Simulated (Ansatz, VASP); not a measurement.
**One calculation of Ge, two programs**

```
Ge
1.0
     3.99864    0.00000    0.00000
    -1.99932    3.46292    0.00000
     0.00000    0.00000    6.59206
Ge
4
Direct
  0.66667 0.33333 0.06278
  0.33333 0.66667 0.56278
  0.66667 0.33333 0.43722
  0.33333 0.66667 0.93722
```

Alike in both runs: functional PBEsol; k mesh 12 × 12 × 6; occupations gaussian, width 0.01 eV; no spin polarisation.

Ansatz relaxed the structure, and its values are those at the end. VASP's run is a single point on that final structure, the one shown.

|  | VASP | Ansatz |
| --- | --- | --- |
| version | VASP 6.6.1 | Ansatz 0.2.0 |
| potentials or method | VASP PAW PBE potentials, release 64 (Ge_d), cutoff 520 eV | scalar-relativistic, plane waves, PAW |
| valence electrons in the cell | 56 | 56 |

```tsv
	VASP	Ansatz	Ansatz less VASP
gap on the k mesh at the Fermi level (eV)	none	none	-
pressure (GPa)	-0.1	0.0	+0.08
```

VASP's potentials were made for PBE, not for PBEsol. A gap of «none» marks a metal or a gap that the smearing closes.
